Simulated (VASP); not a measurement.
A run of VASP 6.6.1:

File INCAR:

```
SYSTEM = CuAu
ALGO     = Normal         ! electronic algorithm
EDIFF    = 1E-8           ! SCF threshold, eV
ENCUT    = 520            ! plane-wave cutoff, eV
GGA      = PS             ! functional
ISIF     = 2              ! what is computed and relaxed
ISMEAR   = -1             ! smearing method
LASPH    = .True.         ! aspherical terms in the spheres
LCHARG   = .False.        ! write CHGCAR
LEFG     = .True.       
LREAL    = .False.        ! projectors in reciprocal space
LWAVE    = .False.        ! write WAVECAR
NBANDS   = 18             ! bands
NELM     = 100            ! most SCF steps
PREC     = Accurate       ! precision mode
SIGMA    = 0.05           ! smearing width, eV
```

File KPOINTS:

```
k-points
0
Gamma
  13 13 10
  0 0 0
```

POSCAR

```
CuAu
1.0
    2.7428411044      0.0000000000      0.0000000000
    0.0000000000      2.7428411044      0.0000000000
    0.0000000000      0.0000000000      3.5950810190
Cu Au
1 1
Direct
    0.5000000000      0.5000000000      0.5000000000
    0.0000000000      0.0000000000      0.0000000000
```

Potentials or basis: VASP PAW PBE potentials, release 64 (Cu, Au).

Command:

```sh
$ cat potpaw_PBE.64/Cu/POTCAR potpaw_PBE.64/Au/POTCAR > POTCAR
$ mpirun -np 1 vasp_std > vasp.out
```

Hardware: 1 thread of Intel Xeon 6975P-C (shared host).

Question: Estimate the wall time of this run.

Answer: Wall time 59 s on 1 thread of Intel Xeon 6975P-C, with other jobs on the host, peak memory 0.2 GiB. Counts: scf iterations 15, k points 168.
